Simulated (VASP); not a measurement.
The system is PbI2.

```
Pb I
1.0
     4.56573    0.00000    0.00000
    -2.28286    3.95403    0.00000
     0.00000    0.00000    7.04108
Pb I
1 2
Cartesian
  0.0000 0.0000 0.0000
  0.0000 2.6360 1.8784
  2.2829 1.3180 5.1627
```

Base run:

| Item | Value |
| --- | --- |
| Program | VASP 6.6.1 |
| Functional | PBE |
| Potentials or basis | VASP PAW PBE potentials, release 64 (Pb_d, I) |
| Cutoff | 500 eV |
| k mesh | 6 × 6 × 4 |
| Occupations | gaussian, width 0.01 eV |
| Spin | no spin polarisation |

Its results: band gap on the k mesh 2.23 eV; pressure 1.2 GPa; largest force 0.046 eV/Å.

Q: The run is repeated on the same cell with these changes: functional from PBE to r2SCAN; cutoff from 500 eV to 550 eV. What comes out?

A: Band gap on the k mesh 2.62 eV; pressure 0.7 GPa; largest force 0.005 eV/Å.

Caveats: spin-orbit coupling is left out, which moves the levels of the heavy elements; this functional lacks dispersion, which binds layers or chains, so the pressure and a relaxed spacing across them are unreliable (at least some runs); the PAW data sets were made with another functional, which shifts forces and pressure a little (at least some runs).

A k mesh can miss the band edges.
